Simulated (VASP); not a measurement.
Here is a VASP 6.6.1 calculation.

File INCAR:

```
PREC = Accurate ; ENCUT = 520
EDIFF = 1E-8 ; ISMEAR = 0
SIGMA = 0.01 ; LREAL = Auto
LASPH = True ; NELM = 100
ALGO = Normal ; ISIF = 2
LWAVE = False ; LCHARG = False
GGA = PE ; IVDW = 12
LEFG = True ; NBANDS = 60
```

Contents of KPOINTS:

```
Automatic mesh
0
Gamma
  6 4 2
```

File POSCAR:

```
H2C3Br
1.0
    4.0363792282      0.0000000000      0.0260831977
    0.0000000000      5.7052270102      0.0000000000
   -2.1420232150      0.0000000000     14.2563609760
H C Br
8 12 4
Direct
    0.7274173307      0.3721785415      0.5383072753
    0.2725826693      0.8721785415      0.9616927247
    0.2725826693      0.6278214585      0.4616927247
    0.7274173307      0.1278214585      0.0383072753
    1.0002559759      0.8804332008      0.3339190546
   -0.0002559759      0.3804332008      0.1660809454
   -0.0002559759      0.1195667992      0.6660809454
    1.0002559759      0.6195667992      0.8339190546
    0.8468894670      0.2098375878      0.5212813204
    0.1531105330      0.7098375878      0.9787186796
    0.1531105330      0.7901624122      0.4787186796
    0.8468894670      0.2901624122      0.0212813204
    0.8481274053      0.1407287539      0.4286545622
    0.1518725947      0.6407287539      0.0713454378
    0.1518725947      0.8592712461      0.5713454378
    0.8481274053      0.3592712461      0.9286545622
    0.9994275570      0.9326817435      0.4065022009
    0.0005724430      0.4326817435      0.0934977991
    0.0005724430      0.0673182565      0.5934977991
    0.9994275570      0.5673182565      0.9065022009
    0.6384879584      0.3365286538      0.3300133249
    0.3615120416      0.8365286538      0.1699866751
    0.3615120416      0.6634713462      0.6699866751
    0.6384879584      0.1634713462      0.8300133249
```

Potentials or basis: VASP PAW PBE potentials, release 64 (H, C, Br).

Run with:

```sh
$ cat potpaw_PBE.64/H/POTCAR potpaw_PBE.64/C/POTCAR potpaw_PBE.64/Br/POTCAR > POTCAR
$ mpirun -np 1 vasp_std > vasp.out
```

(1) Predict the dispersion energy per atom.

(2) Predict the pressure.

Results:

(1) -0.106 eV.

(2) 0.1 GPa.

Caveat: without QUAD_EFG the Cq values of the log hold for a quadrupole moment of 1 mb, not for the nuclei.
